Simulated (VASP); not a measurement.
# BaCd3Se4 (P2/m) in VASP: single point with PBE

Aim: the single point of BaCd3Se4 with PBE.

Program: VASP 6.6.1. These are calculated values, not measurements. Logs are shortened: lines on timing, memory, paths and dates and some standing lists are left out, and cuts for length are marked.

### 1 The cell of the first run

It takes space group P2/m (No. 10, monoclinic). Conventional cell: a = 7.161 Å, b = 4.232 Å, c = 7.352 Å, α = 90.00°, β = 97.90°, γ = 90.00°. Ba (site symmetry 2/m) has 6 Se at 3.20 to 3.23 Å and 6 Cd at 3.68 to 4.16 Å within 4.2 Å. Within 3.8 Å of Cd (site symmetry 2/m) lie 6 Se at 2.86 to 3.50 Å and 2 Cd at 3.68 Å. Within 3.8 Å of Cd (site symmetry 2/m) lie 6 Se at 2.90 to 2.93 Å and 2 Ba at 3.68 Å. Cd (site symmetry 2/m) has 6 Se at 2.60 to 3.16 Å within 3.4 Å. Within 3.4 Å of Se (site symmetry m) lie 3 Cd at 2.60 to 2.90 Å and 2 Ba at 3.20 Å. Se (site symmetry m) has 5 Cd at 2.86 to 3.16 Å and 1 Ba at 3.23 Å within 3.8 Å.

### 2 Single point, PBE

Contents of INCAR:

```
PREC = Accurate
ENCUT = 520
EDIFF = 1E-7
ISMEAR = 0
SIGMA = 0.15
LREAL = F
LASPH = T
NELM = 100
ALGO = Normal
ISIF = 2
LWAVE = F
LCHARG = F
GGA = PE
NBANDS = 45
```

Contents of KPOINTS:

```
regular mesh
0
Gamma
  2 3 2
```

Contents of POSCAR:

```
BaCd3Se4
1.0
    7.1453812676      0.0000000000      0.4687404686
    0.0000000000      4.2322237969      0.0000000000
    0.5311993831      0.0000000000      7.3331203182
Ba Cd Se
1 3 4
Direct
    0.0000000000      0.0000000000      0.5000000000
    0.5000000000      0.5000000000      0.5000000000
    0.0000000000      0.0000000000      0.0000000000
    0.5000000000      0.5000000000      0.0000000000
    0.8329626950      0.5000000000      0.8072975137
    0.3475505572      0.0000000000      0.7377104831
    0.6524494428      0.0000000000      0.2622895169
    0.1670373050      0.5000000000      0.1927024863
```

Potentials or basis: VASP PAW PBE potentials, release 64 (Ba_sv, Cd, Se).

Started as:

```sh
cat potpaw_PBE.64/Ba_sv/POTCAR potpaw_PBE.64/Cd/POTCAR potpaw_PBE.64/Se/POTCAR > POTCAR
mpirun -np 1 vasp_std > vasp.out
```

OUTCAR:

```text
PREC = Accurate
   ENCUT = 520
   EDIFF = 1E-7
   ISMEAR = 0
   LREAL = F
   LASPH = T
   NELM = 100
   ISIF = 2
   GGA = PE

 ion  position               nearest neighbor table
   1  0.000  0.000  0.500-   5 3.20   8 3.20   5 3.20   8 3.20   7 3.23   6 3.23   3 3.68   3 3.68
                             2 4.16   2 4.16   2 4.16   2 4.16
   2  0.500  0.500  0.500-   6 2.86   7 2.86   6 2.86   7 2.86   4 3.68   4 3.68   1 4.16   1 4.16
                             1 4.16   1 4.16
   3  0.000  0.000  0.000-   5 2.90   8 2.90   5 2.90   8 2.90   7 2.93   6 2.93   1 3.68   1 3.68

   4  0.500  0.500  0.000-   5 2.60   8 2.60   7 3.16   6 3.16   6 3.16   7 3.16   2 3.68   2 3.68

   5  0.833  0.500  0.807-   4 2.60   3 2.90   3 2.90   1 3.20   1 3.20
   6  0.348  0.000  0.738-   2 2.86   2 2.86   3 2.93   4 3.16   4 3.16   1 3.23
   7  0.652  0.000  0.262-   2 2.86   2 2.86   3 2.93   4 3.16   4 3.16   1 3.23
   8  0.167  0.500  0.193-   4 2.60   3 2.90   3 2.90   1 3.20   1 3.20

  LATTYP: Found a simple monoclinic cell.
 ALAT       =     7.1607395628
 B/A-ratio  =     0.5910316609
 C/A-ratio  =     1.0267563417
 COS(beta)  =    -0.1373828287

  Lattice vectors:

 A1 = (   7.1453812676,   0.0000000000,   0.4687404686)
 A2 = (   0.0000000000,  -4.2322237969,   0.0000000000)
 A3 = (  -0.5311993831,   0.0000000000,  -7.3331203182)

Analysis of symmetry for initial positions (statically):
=====================================================================
 Subroutine PRICEL returns:
 Original cell was already a primitive cell.

 Routine SETGRP: Setting up the symmetry group for a
 simple monoclinic supercell.

 Subroutine GETGRP returns: Found  4 space group operations
 (whereof  4 operations were pure point group operations)
 out of a pool of  4 trial point group operations.

The static configuration has the point symmetry C_2h.

Analysis of symmetry for dynamics (positions and initial velocities):
=====================================================================
 Subroutine PRICEL returns:
 Original cell was already a primitive cell.

 Routine SETGRP: Setting up the symmetry group for a
 simple monoclinic supercell.

 Subroutine GETGRP returns: Found  4 space group operations
 (whereof  4 operations were pure point group operations)
 out of a pool of  4 trial point group operations.

The dynamic configuration has the point symmetry C_2h.

 Subroutine INISYM returns: Found  4 space group operations
 (whereof  4 operations are pure point group operations),
 and found     1 'primitive' translations

[... 96 lines left out ...]
   ISYM   =      2    0-nonsym 1-usesym 2-fastsym
   POTIM  = 0.5000    time-step for ionic-motion
   TEBEG  =    0.0;   TEEND  =   0.0 temperature during run
   PSTRESS=    0.0 pullay stress
   NELECT =      70.0000    total number of electrons
   NUPDOWN=      -1.0000    fix difference up-down
   EMIN   =  10.00;   EMAX   =-10.00  energy-range for DOS
   EFERMI =   0.00;   METHOD = LEGACY
   ISMEAR =     0;   SIGMA  =   0.15  broadening in eV -4-tet -1-fermi 0-gaus
   EFERMI_NEDOS =   21; number of points for ismear=-14 and -15
   IALGO  =     38    algorithm
   IMIX   =      4    mixing-type and parameters
     AMIX     =   0.40;   BMIX     =  1.00
     AMIX_MAG =   1.60;   BMIX_MAG =  1.00
  volume/ion in A,a.u.               =      27.59       186.17
  Fermi-wavevector in a.u.,A,eV,Ry     =   1.116442  2.109769 16.958880  1.246443
  Thomas-Fermi vector in A             =   2.253056
   LORBIT       =      0    0 simple, 1 ext, 2 COOP (PROOUT), +10 PAW based schemes
   GGA     = PE    functional components
   LHFCALC =     F    Hartree Fock is set to
   AEXX    =    0.0000 exact exchange contribution
   IVDW    =     0    specifies the selected vdW correction
   LEPSILON=     F    determine dielectric tensor
   LRPA    =     F    only Hartree local field effects (RPA)
 non-spin polarized calculation
 Gauss-broadening in eV      SIGMA  =   0.15
  energy-cutoff  :      520.00
  volume of cell :      220.71
 maximum number of plane-waves:      5963
 NGX is ok and might be reduce to    54
   NGX = 27   NGY = 15   NGZ = 27

 number of electron      70.0000022 magnetization

 Free energy of the ion-electron system (eV)
  ---------------------------------------------------
  ext. energy  EPLUGINS =         0.00000000
  ---------------------------------------------------
  free energy    TOTEN  =       -24.43807112 eV

  energy without entropy =      -24.43445888  energy(sigma->0) =      -24.43626500

 E-fermi :   2.0226     XC(G=0):  -9.3390

 val. band max:        1.8101104532   @ k =   0.5000   0.0000   0.0000
 cond. band min:       2.2049195835   @ k =   0.0000   0.0000   0.0000
 fundamental gap:      0.3948091303
 Fermi energy:         2.0225972144

 k-point     1 :       0.0000    0.0000    0.0000
  band No.  band energies     occupation
      1     -25.1847      2.00000
      2     -11.1618      2.00000
      3     -10.7467      2.00000
      4     -10.5711      2.00000
      5     -10.3386      2.00000
      6      -9.9745      2.00000
[... 373 lines left out ...]
     44       7.2857      0.00000
     45       7.6705      0.00000

------------------------ aborting loop because EDIFF is reached ----------------------------------------

  FORCE on cell =-STRESS in cart. coord.  units (eV):
  Direction    XX          YY          ZZ          XY          YZ          ZX
  --------------------------------------------------------------------------------------
  -------------------------------------------------------------------------------------
  Total        0.8178259      0.7027932      0.2550625      0.0000000      0.0000000      0.1348426
  in kB        5.9368664      5.1018063      1.8515823      0.0000000      0.0000000      0.9788669
  external PRESSURE =       4.2967517 kB  Pullay stress =       0.0000000 kB

 VOLUME and BASIS-vectors are now :
 -----------------------------------------------------------------------------
  energy-cutoff  :      520.00
  volume of cell :      220.71
      direct lattice vectors                 reciprocal lattice vectors
     7.145381268  0.000000000  0.468740469     0.140618764  0.000000000 -0.010186196
     0.000000000  4.232223797  0.000000000     0.000000000  0.236282401  0.000000000
     0.531199383  0.000000000  7.333120318    -0.008988494  0.000000000  0.137018709

 POSITION                                       TOTAL-FORCE (eV/Angst)
 -----------------------------------------------------------------------------------
      0.26560      0.00000      3.66656        -0.000000      0.000000      0.000000
      3.83829      2.11611      3.90093        -0.000000      0.000000      0.000000
      0.00000      0.00000      0.00000        -0.000000      0.000000      0.000000
      3.57269      2.11611      0.23437        -0.000000      0.000000      0.000000
      6.38067      2.11611      6.31045        -0.023654      0.000000      0.073190
      2.87525      0.00000      5.57263         0.108580      0.000000     -0.027802
      4.80133      0.00000      2.22923        -0.108580     -0.000000      0.027802
      1.29591      2.11611      1.49141         0.023654     -0.000000     -0.073190
 -----------------------------------------------------------------------------------
    total drift:                                0.000000      0.000000      0.000000

  FREE ENERGIE OF THE ION-ELECTRON SYSTEM (eV)
  ---------------------------------------------------
  free  energy   TOTEN  =       -24.4380711236 eV

  energy  without entropy=      -24.4344588817  energy(sigma->0) =      -24.43626500
```

stdout:

```text
POSCAR found type information on POSCAR BaCdSe
 POSCAR found :  3 types and       8 ions
 scaLAPACK will be used
 LDA part: xc-table for (Slater+PW92), standard interpolation
 POSCAR, INCAR and KPOINTS ok, starting setup
 FFT: planning ... GRIDC
 FFT: planning ... GRID_SOFT
 FFT: planning ... GRID
 WAVECAR not read
 entering main loop
```

Run time: 1.7 min. Hardware: 1 thread of Intel Xeon Platinum 8375C at 2.90GHz (Ice Lake), shared host; peak memory 0.34 GiB.

What came out:

- Free energy: -24.4381 eV
- Pressure: 0.4 GPa
- Largest force: 0.112 eV/Å
- Band gap on the k mesh: 0.39 eV, indirect (least direct gap 0.45 eV)

Forces in eV/Å, atoms in the order of the input:
```
Ba   0.000  0.000  0.000
Cd   0.000  0.000  0.000
Cd   0.000  0.000  0.000
Cd   0.000  0.000  0.000
Se  -0.024  0.000  0.073
Se   0.109  0.000 -0.028
Se  -0.109  0.000  0.028
Se   0.024  0.000 -0.073
```

Stress tensor (GPa, compression positive):
```
0.59 0.00 0.10
0.00 0.51 0.00
0.10 0.00 0.19
```

Caveat: the k points lie up to 0.49 Å⁻¹ apart; spin-orbit coupling is left out, which moves the levels of the heavy elements.
